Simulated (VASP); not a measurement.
# Al (Fm-3m) in VASP: a series of runs

Al is run at these levels: PBE0; tasks: single point.

Program: VASP 6.6.1. These are calculated values, not measurements. Logs are shortened: lines on timing, memory, paths and dates and some standing lists are left out, and cuts for length are marked.

## 1. The cell of the first run

It takes space group Fm-3m (No. 225, cubic). Conventional cell: a = 4.076 Å, b = 4.076 Å, c = 4.076 Å, α = 90.00°, β = 90.00°, γ = 90.00°. Within 3.8 Å of Al (site symmetry m-3m) lie 12 Al at 2.88 Å.

## 2. Single point, PBE0

Contents of POSCAR:

```
Al
1.0
    0.0000000000      2.0382146954      2.0382146954
    2.0382146954      0.0000000000      2.0382146954
    2.0382146954      2.0382146954      0.0000000000
Al
1
Direct
    0.0000000000      0.0000000000      0.0000000000
```

Contents of INCAR.step1:

```
PREC = Accurate ; ENCUT = 520
EDIFF = 1E-5 ; ISMEAR = -1
SIGMA = 0.05 ; LREAL = False
LASPH = True ; NELM = 80
ALGO = Normal ; ISIF = 2
LWAVE = True ; LCHARG = False
GGA = PE ; NBANDS = 8
```

Contents of INCAR.step2:

```
PREC = Accurate ; ENCUT = 520
EDIFF = 1E-6 ; ISMEAR = -1
SIGMA = 0.05 ; LREAL = False
LASPH = True ; NELM = 80
ALGO = Normal ; ISIF = 2
LWAVE = False ; LCHARG = False
GGA = PE ; LHFCALC = True
AEXX = 0.25 ; PRECFOCK = Normal
ISTART = 1 ; NBANDS = 8
```

Contents of KPOINTS:

```
regular mesh
0
Gamma
  6 6 6
```

Potentials or basis: VASP PAW PBE potentials, release 64 (Al).

The run is started by

```
> cat potpaw_PBE.64/Al/POTCAR > POTCAR
> cp INCAR.step1 INCAR
> mpirun -np 1 vasp_std > vasp.out
> cp INCAR.step2 INCAR
> mpirun -np 1 vasp_std > vasp.out
```

OUTCAR:

```text
PREC = Accurate
   ENCUT = 520
   EDIFF = 1E-6
   ISMEAR = -1
   LREAL = False
   LASPH = True
   NELM = 80
   ISIF = 2
   GGA = PE
   LHFCALC = True
   AEXX = 0.25
   PRECFOCK = Normal
   ISTART = 1

 ion  position               nearest neighbor table
   1  0.000  0.000  0.000-

  LATTYP: Found a face centered cubic cell.
 ALAT       =     4.0764293908

  Lattice vectors:

 A1 = (   0.0000000000,   2.0382146954,   2.0382146954)
 A2 = (   2.0382146954,   0.0000000000,   2.0382146954)
 A3 = (   2.0382146954,   2.0382146954,   0.0000000000)

Analysis of symmetry for initial positions (statically):
=====================================================================
 Subroutine PRICEL returns:
 Original cell was already a primitive cell.

 Routine SETGRP: Setting up the symmetry group for a
 face centered cubic supercell.

 Subroutine GETGRP returns: Found 48 space group operations
 (whereof 48 operations were pure point group operations)
 out of a pool of 48 trial point group operations.

The static configuration has the point symmetry O_h .

Analysis of symmetry for dynamics (positions and initial velocities):
=====================================================================
 Subroutine PRICEL returns:
 Original cell was already a primitive cell.

 Routine SETGRP: Setting up the symmetry group for a
 face centered cubic supercell.

 Subroutine GETGRP returns: Found 48 space group operations
 (whereof 48 operations were pure point group operations)
 out of a pool of 48 trial point group operations.

The dynamic configuration has the point symmetry O_h .

 Subroutine INISYM returns: Found 48 space group operations
 (whereof 48 operations are pure point group operations),
 and found     1 'primitive' translations

----------------------------------------------------------------------------------------

                                     Primitive cell

  volume of cell :      16.9348

  direct lattice vectors                    reciprocal lattice vectors
     0.000000000  2.038214695  2.038214695    -0.245312724  0.245312724  0.245312724
     2.038214695  0.000000000  2.038214695     0.245312724 -0.245312724  0.245312724
     2.038214695  2.038214695  0.000000000     0.245312724  0.245312724 -0.245312724

  length of vectors
     2.882470865  2.882470865  2.882470865     0.424894103  0.424894103  0.424894103

  position of ions in fractional coordinates (direct lattice)
     0.000000000  0.000000000  0.000000000

  ion indices of the primitive-cell ions
   primitive index   ion index
                 1           1

----------------------------------------------------------------------------------------

 KPOINTS: regular mesh

Automatic generation of k-mesh.
 Grid dimensions read from file:
 generate k-points for:    6    6    6

 Generating k-lattice:

  Cartesian coordinates                     Fractional coordinates (reciprocal lattice)
    -0.040885454  0.040885454  0.040885454     0.166666667  0.000000000  0.000000000
     0.040885454 -0.040885454  0.040885454     0.000000000  0.166666667  0.000000000
     0.040885454  0.040885454 -0.040885454     0.000000000  0.000000000  0.166666667

  Length of vectors
     0.070815684  0.070815684  0.070815684

  Shift w.r.t. Gamma in fractional coordinates (k-lattice)
     0.000000000  0.000000000  0.000000000

 Subroutine IBZKPT returns following result:
 ===========================================

 Found     16 irreducible k-points:

 Following reciprocal coordinates:
            Coordinates               Weight
  0.000000  0.000000  0.000000      1.000000
  0.166667  0.000000  0.000000      8.000000
  0.333333  0.000000  0.000000      8.000000
  0.500000  0.000000  0.000000      4.000000
  0.166667  0.166667  0.000000      6.000000
  0.333333  0.166667  0.000000     24.000000
[... 8 lines left out ...]
 -0.333333  0.333333  0.166667     24.000000
 -0.333333  0.500000  0.166667     12.000000
   k-points           NKPTS =     16   k-points in BZ     NKDIM =    216   number of bands    NBANDS=      8
   number of dos      NEDOS =    301   number of ions     NIONS =      1
   total plane-waves  NPLWV =  13824
   dimension x,y,z NGX =    24 NGY =   24 NGZ =   24
   dimension x,y,z NGXF=    48 NGYF=   48 NGZF=   48
   ions per type =               1
   NGX,Y,Z   is equivalent  to a cutoff of  13.84, 13.84, 13.84 a.u.
   NGXF,Y,Z  is equivalent  to a cutoff of  27.68, 27.68, 27.68 a.u.
 SYSTEM =  unknown system
   PREC   = accura    normal or accurate (medium, high low for compatibility)
   ISTART =      1    job   : 0-new  1-cont  2-samecut
   ICHARG =      0    charge: 1-file 2-atom 10-const
   ISPIN  =      1    spin polarized calculation?
   LNONCOLLINEAR =      F non collinear calculations
   LSORBIT =      F    spin-orbit coupling
   LASPH  =      T    aspherical Exc in radial PAW
   ENCUT  =  520.0 eV  38.22 Ry    6.18 a.u.   5.36  5.36  5.36*2*pi/ulx,y,z
   NELM   =     80;   NELMIN=  2; NELMDL=  0     # of ELM steps
   EDIFF  = 0.1E-05   stopping-criterion for ELM
   LREAL  =      F    real-space projection
   EDIFFG = 0.1E-04   stopping-criterion for IOM
   NSW    =      0    number of steps for IOM
   IBRION =     -1    ionic relax: 0-MD 1-quasi-New 2-CG
   NFREE  =      0    steps in history (QN), initial steepest desc. (CG)
   ISIF   =      2    stress and relaxation
   ISYM   =      3    0-nonsym 1-usesym 2-fastsym
   POTIM  = 0.5000    time-step for ionic-motion
   TEBEG  =    0.0;   TEEND  =   0.0 temperature during run
   PSTRESS=    0.0 pullay stress
   NELECT =       3.0000    total number of electrons
   NUPDOWN=      -1.0000    fix difference up-down
   EMIN   =  10.00;   EMAX   =-10.00  energy-range for DOS
   EFERMI =   0.00;   METHOD = LEGACY
   ISMEAR =    -1;   SIGMA  =   0.05  broadening in eV -4-tet -1-fermi 0-gaus
   EFERMI_NEDOS =   21; number of points for ismear=-14 and -15
   IALGO  =     38    algorithm
   IMIX   =      1    mixing-type and parameters
     AMIX     =   0.40;   BMIX     =  1.00
     AMIX_MAG =   1.60;   BMIX_MAG =  1.00
  volume/ion in A,a.u.               =      16.93       114.28
  Fermi-wavevector in a.u.,A,eV,Ry     =   0.919437  1.737484 11.501882  0.845364
  Thomas-Fermi vector in A             =   2.044631
   LORBIT       =      0    0 simple, 1 ext, 2 COOP (PROOUT), +10 PAW based schemes
   GGA     = PE    functional components
   LHFCALC =     T    Hartree Fock is set to
   PRECFOCK=normal    Normal, Fast or Accurate (Low or Medium for compatibility)
   ENCUT4O =  -1.0   cutoff for four orbital integrals eV
   NKREDX  =     1    reduce k-point grid by
   NKREDY  =     1    reduce k-point grid by
   NKREDZ  =     1    reduce k-point grid by
   AEXX    =    0.2500 exact exchange contribution
   HFSCREEN=    0.0000 screening length (either q_TF or 0.3 A-1)
   HFSCREENC=   0.0000 screening length for correlation (either q_TF or 0.3 A-1)
   ENCUTFOCK=  -1.0 apply spherical cutoff to Coloumb kernel
   IVDW    =     0    specifies the selected vdW correction
   LEPSILON=     F    determine dielectric tensor
   LRPA    =     F    only Hartree local field effects (RPA)
 non-spin polarized calculation
  energy-cutoff  :      520.00
  volume of cell :       16.93
 maximum number of plane-waves:       471
 NGX is ok and might be reduce to    24
  NGX = 18; NGY = 18; NGZ = 18

 number of electron       3.0000000 magnetization

 Free energy of the ion-electron system (eV)
  ---------------------------------------------------
  ext. energy  EPLUGINS =         0.00000000
  ---------------------------------------------------
  free energy    TOTEN  =        -4.49042741 eV

  energy without entropy =       -4.48663537  energy(sigma->0) =       -4.48853139

 E-fermi :   8.2067     XC(G=0):  -7.9523

 val. band max:        6.7322042514   @ k =  -0.3333   0.5000   0.1667
 cond. band min:       8.2235704745   @ k =  -0.3333   0.3333   0.0000
 fundamental gap:      1.4913662232
 Fermi energy:         8.2066604739

 k-point     1 :       0.0000    0.0000    0.0000
  band No.  band energies     occupation
      1      -5.2354      2.00000
      2      21.6652      0.00000
      3      21.6652      0.00000
      4      21.6652      0.00000
      5      22.9963      0.00000
      6      22.9963      0.00000
      7      22.9963      0.00000
      8      25.3446      0.00000

 k-point     2 :       0.1667    0.0000    0.0000
  band No.  band energies     occupation
      1      -4.4041      2.00000
      2      15.3622      0.00000
      3      20.2798      0.00000
      4      20.2798      0.00000
      5      23.4773      0.00000
      6      25.0521      0.00000
      7      25.0521      0.00000
      8      26.3342      0.00000

 k-point     3 :       0.3333    0.0000    0.0000
  band No.  band energies     occupation
      1      -1.9179      2.00000
      2       8.5752      0.00126
      3      19.6629      0.00000
      4      19.6629      0.00000
      5      22.3422      0.00000
      6      22.3422      0.00000
      7      23.2016      0.00000
      8      26.2263      0.00000

 k-point     4 :       0.5000    0.0000    0.0000
  band No.  band energies     occupation
      1       2.1353      2.00000
      2       2.3348      2.00000
      3      20.2610      0.00000
      4      20.2610      0.00000
      5      20.4450      0.00000
      6      20.4450      0.00000
      7      23.9454      0.00000
      8      24.2191      0.00000

 k-point     5 :       0.1667    0.1667    0.0000
  band No.  band energies     occupation
      1      -4.1273      2.00000
      2      17.8473      0.00000
      3      17.8473      0.00000
      4      18.0528      0.00000
      5      21.1012      0.00000
      6      21.4172      0.00000
      7      28.1762      0.00000
      8      28.1762      0.00000
[... 89 lines left out ...]
 k-point    14 :       0.5000    0.3333    0.1667
  band No.  band energies     occupation
      1       0.2861      2.00000
      2       9.9753      0.00000
      3      11.5707      0.00000
      4      13.9764      0.00000
      5      21.7885      0.00000
      6      23.3703      0.00000
      7      25.4548      0.00000
      8      32.2300      0.00000

 k-point    15 :      -0.3333    0.3333    0.1667
  band No.  band energies     occupation
      1       4.2963      2.00000
      2       4.5666      2.00000
      3      11.4296      0.00000
      4      11.9876      0.00000
      5      22.9565      0.00000
      6      23.5088      0.00000
      7      27.9968      0.00000
      8      29.1588      0.00000

 k-point    16 :      -0.3333    0.5000    0.1667
  band No.  band energies     occupation
      1       5.1066      2.00000
      2       6.7322      2.00000
      3       8.9605      0.00000
      4      10.6610      0.00000
      5      20.8749      0.00000
      6      22.6718      0.00000
      7      29.1412      0.00000
      8      30.1787      0.00000

------------------------ aborting loop because EDIFF is reached ----------------------------------------

  FORCE on cell =-STRESS in cart. coord.  units (eV):
  Direction    XX          YY          ZZ          XY          YZ          ZX
  --------------------------------------------------------------------------------------
  -------------------------------------------------------------------------------------
  Total       -0.2820033     -0.2820033     -0.2820033      0.0000000     -0.0000000      0.0000000
  in kB      -26.6799444    -26.6799444    -26.6799444      0.0000000     -0.0000000      0.0000000
  external PRESSURE =     -26.6799444 kB  Pullay stress =       0.0000000 kB

 VOLUME and BASIS-vectors are now :
 -----------------------------------------------------------------------------
  energy-cutoff  :      520.00
  volume of cell :       16.93
      direct lattice vectors                 reciprocal lattice vectors
     0.000000000  2.038214695  2.038214695    -0.245312724  0.245312724  0.245312724
     2.038214695  0.000000000  2.038214695     0.245312724 -0.245312724  0.245312724
     2.038214695  2.038214695  0.000000000     0.245312724  0.245312724 -0.245312724

 POSITION                                       TOTAL-FORCE (eV/Angst)
 -----------------------------------------------------------------------------------
      0.00000      0.00000      0.00000         0.000000      0.000000     -0.000000
 -----------------------------------------------------------------------------------
    total drift:                               -0.000000     -0.000000     -0.000000

  FREE ENERGIE OF THE ION-ELECTRON SYSTEM (eV)
  ---------------------------------------------------
  free  energy   TOTEN  =        -4.4904274150 eV

  energy  without entropy=       -4.4866353680  energy(sigma->0) =       -4.48853139
```

Run time: 2.8 min. Hardware: 1 thread of Intel Xeon 8259CL, shared host; peak memory 0.14 GiB.

What came out:

```yaml
Free_energy: -4.4904 eV
Pressure: -2.7 GPa
Band_gap_on_the_k_mesh: zero (an odd number of electrons rules out a gap without spin polarisation)
```

Levels at points of the mesh, in eV from the Fermi level:
```csv
k point,band 1,band 2,band 3,band 4
"(0.00, 0.00, 0.00)",-13.44,13.46,13.46,13.46
"(0.50, 0.00, 0.00)",-6.07,-5.87,12.05,12.05
"(0.50, 0.50, 0.00)",-4.17,-2.56,5.77,6.04
```

Caveat: the k points lie up to 0.44 Å⁻¹ apart, too coarse for converged energies and pressures of a metal; the PAW data sets were made with another functional, which shifts forces and pressure a little.

(Continued in part 2 of 2.)
